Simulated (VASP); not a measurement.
**C: single point with PBE**

Crystal: C.

```xyz
2
Lattice="1.5775 0.0000 0.0000 0.0000 2.5478 0.0000 0.0000 0.0000 2.8255" Properties=species:S:1:pos:R:3 pbc="T T T"
C     0.0000    1.2739    1.9159
C     0.7888    0.0000    0.9096
```

The cell was built from a structure type or drawn by symmetry, and may not be a known phase.

| Item | Value |
| --- | --- |
| Program | VASP 6.6.1 |
| Task | single point |
| Functional | PBE |
| Potentials or basis | VASP PAW PBE potentials, release 64 (C) |
| Cutoff | 520 eV |
| k mesh | 10 × 6 × 6 |
| Occupations | gaussian, width 0.1 eV |
| Spin | no spin polarisation |

```yaml
Pressure: 54.9 GPa
Largest_force: 0.281 eV/Å
Band_gap_on_the_k_mesh: zero (bands 4 and 5 overlap by 1.91 eV)
```

Forces on the atoms (eV/Å):
```
C    0.000  0.000 -0.281
C    0.000  0.000  0.281
```

Stress tensor (GPa, compression positive):
```
34.89  0.00  0.00
 0.00 68.04  0.00
 0.00  0.00 61.77
```

Levels at points of the mesh, in eV from the Fermi level:
| k point | band 1 | band 2 | band 3 | band 4 | band 5 | band 6 | band 7 | band 8 |
| --- | --- | --- | --- | --- | --- | --- | --- | --- |
| (0.00, 0.00, 0.00) | -24.28 | -8.79 | -8.61 | -8.28 | 0.61 | 4.97 | 11.56 | 14.56 |
| (0.50, 0.00, 0.00) | -13.23 | -13.23 | 0.83 | 0.83 | 3.28 | 3.28 | 3.85 | 3.85 |
| (0.00, 0.50, 0.00) | -19.64 | -19.64 | -5.82 | -5.82 | 0.86 | 0.86 | 16.77 | 16.77 |
| (0.50, 0.50, 0.00) | -11.42 | -11.42 | -3.88 | -3.88 | 3.82 | 3.82 | 4.19 | 4.19 |
| (0.00, 0.00, 0.50) | -22.61 | -16.58 | -7.36 | -0.68 | -0.45 | 0.94 | 15.04 | 17.84 |
| (0.50, 0.00, 0.50) | -12.37 | -12.37 | -2.84 | -2.84 | 3.76 | 3.76 | 5.05 | 5.05 |
| (0.00, 0.50, 0.50) | -18.08 | -18.08 | -11.64 | -11.64 | 7.83 | 7.83 | 16.87 | 16.87 |
| (0.50, 0.50, 0.50) | -10.61 | -10.61 | -2.64 | -2.64 | 0.83 | 0.83 | 1.11 | 1.11 |

Run time: 5.6 s on 1 thread of Intel Xeon 8259CL (shared host), peak memory 0.12 GiB.

Caveat: the k points lie up to 0.41 Å⁻¹ apart, too coarse for converged energies and pressures of a metal.
